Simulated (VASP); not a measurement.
Runs of VASP 6.6.1 on CaO. The structure is that of space group Fm-3m (No. 225), or close to it. The cells are those of the table. 

```tsv
cell	gap on the mesh (eV)	pressure (GPa)
a = 3.498, b = 3.429, c = 3.464 Å, angles 61.0, 59.0, 60.0°, 2 atoms	(a)	-3.3
a = 3.455, b = 3.472, c = 3.463 Å, angles 59.8, 60.2, 60.0°, 2 atoms	(b)	-3.5
a = 3.438, b = 3.489, c = 3.464 Å, angles 59.3, 60.7, 60.0°, 2 atoms	3.57	-3.4
a = 3.446, b = 3.481, c = 3.464 Å, angles 59.5, 60.5, 60.0°, 2 atoms	3.59	-3.5
```

Alike in all rows: task single point; level PBE; potentials or basis VASP PAW PBE potentials, release 64 (Ca_sv, O); no spin polarisation; k mesh 8 × 8 × 8; cutoff (eV) 520; smearing gaussian 0.05 eV.

Task: Estimate the missing entries.

Result: (a) 3.55; (b) 3.62.

A k mesh can miss the band edges.
